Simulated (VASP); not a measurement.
Set up this calculation in VASP 6.6.1, as the native input.

```
Task                   : relaxation of cell and atoms
Functional             : PBE
Potentials or basis    : VASP PAW PBE potentials, release 64 (Ti_sv, N)
Cutoff                 : 600 eV
k mesh                 : 12 × 12 × 6
Occupations            : gaussian, width 0.1 eV
Spin                   : no spin polarisation
Dipole correction      : no
Further INCAR settings : ALGO = Normal; EDIFF = 1e-06; IBRION = 2; EDIFFG = -0.005; NSW = 100; ISIF = 3
```

The structure of TiN lies in POSCAR:

```
TiN
1.0
    2.9967190000      0.0000000000      0.0000000000
   -1.4983590000      2.5952340000      0.0000000000
    0.0000000000      0.0000000000      7.3404310000
Ti N
3 3
Direct
    0.0000000000      0.0000000000      0.0000000000
    0.3333333300      0.6666666700      0.3333333300
    0.6666666700      0.3333333300      0.6666666700
    0.6666666700      0.3333333300      0.1666666700
    0.0000000000      0.0000000000      0.5000000000
    0.3333333300      0.6666666700      0.8333333300
```

One way to write it, as run:

INCAR

```
ALGO = Normal
EDIFF = 1E-6
EDIFFG = -0.005
ENCUT = 600
GGA = PE
IBRION = 2
ISIF = 3
ISMEAR = 0
LASPH = T
LCHARG = F
LREAL = F
LWAVE = F
NELM = 60
NSW = 100
PREC = Accurate
SIGMA = 0.1
```

KPOINTS

```
k-points
0
Gamma
  12 12 6
```

Potentials or basis: VASP PAW PBE potentials, release 64 (Ti_sv, N).

Command:

```console
$ cat potpaw_PBE.64/Ti_sv/POTCAR potpaw_PBE.64/N/POTCAR > POTCAR
$ mpirun -np 1 vasp_std > vasp.out
```

It gave:

```
Relaxed volume                        : 9.59 Å³/atom
Relaxed cell                          : a = 3.004 Å, b = 3.004 Å, c = 7.359 Å, α = 90.00°, β = 90.00°, γ = 120.00°
Space group after relaxing (to 0.1 Å) : Fm-3m (No. 225)
Energy gained by relaxing             : 0.5 meV/atom
Ionic steps                           : 3
Pressure after relaxing               : 0.0 GPa
Band gap on the k mesh                : zero (an odd number of electrons rules out a gap without spin polarisation)
```

Run time: 11 min on 1 thread of Intel Xeon 8259CL, on a shared host, peak memory 0.31 GiB.
